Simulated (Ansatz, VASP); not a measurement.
## One calculation of Pt, two programs

The input INCAR:

```
PREC = Accurate ; ENCUT = 520
EDIFF = 1E-7 ; ISMEAR = 0
SIGMA = 0.1 ; LREAL = False
LASPH = True ; NELM = 60
ALGO = Fast ; ISIF = 2
LWAVE = False ; LCHARG = False
GGA = PS ; NBANDS = 17
```

Contents of KPOINTS:

```
regular mesh
0
Gamma
  15 15 8
```

POSCAR

```
Pt
1.0
    2.7606656158      0.0000000000      0.0000000000
   -1.3803328079      2.3908065546      0.0000000000
    0.0000000000      0.0000000000      4.7921340000
Pt
2
Direct
    0.6190880689      0.3143606532      0.7297856237
    0.3333333300      0.6666666700      0.2500000000
```

Input for Ansatz:

```yaml
crystal:
  lattice:
    - [2.7606656158, 0.0, 0.0]
    - [-1.3803328079, 2.3908065546, 0.0]
    - [0.0, 0.0, 4.792134]
  atoms:
    - { symbol: Pt, position: [0.6190880689, 0.3143606532, 0.7297856237] }
    - { symbol: Pt, position: [0.33333333, 0.66666667, 0.25] }
basis:
  ecutwfc: 420
kpoints:
  mp_grid: { grid: [15, 15, 8] }
hamiltonian:
  xc: pbesol
scf:
  occupations: { method: gaussian, width: 0.1 }
output:
  forces: true
  stress: true
  eigenvalues: true
```

Change from the starting cell: one atom moved.

Alike in both runs: task single point; functional PBEsol; k mesh 15 × 15 × 8; occupations gaussian, width 0.1 eV; no spin polarisation.

|  | VASP | Ansatz |
| --- | --- | --- |
| version | VASP 6.6.1 | Ansatz 0.2.0 |
| potentials or method | VASP PAW PBE potentials, release 64 (Pt), cutoff 520 eV | scalar-relativistic, plane waves, PAW |
| valence electrons in the cell | 20 | 36 |

```csv
,VASP,Ansatz,Ansatz less VASP
gap on the k mesh at the Fermi level (eV),none,none,-
pressure (GPa),-10.0,-9.6,+0.38
"traceless stress, the component that is largest in VASP (GPa)",0.90,1.01,+0.113
rms of the force components (eV/Å),0.507,0.510,+0.0037
```

VASP's potentials were made for PBE, not for PBEsol. Atom by atom the forces differ by 0.004 eV/Å (rms over components). A gap of «none» marks a metal or a gap that the smearing closes. VASP's potentials hold 20 valence electrons a cell and Ansatz's 36, so a difference there can come from the potentials and not from the codes.

Spin-orbit coupling is off throughout.
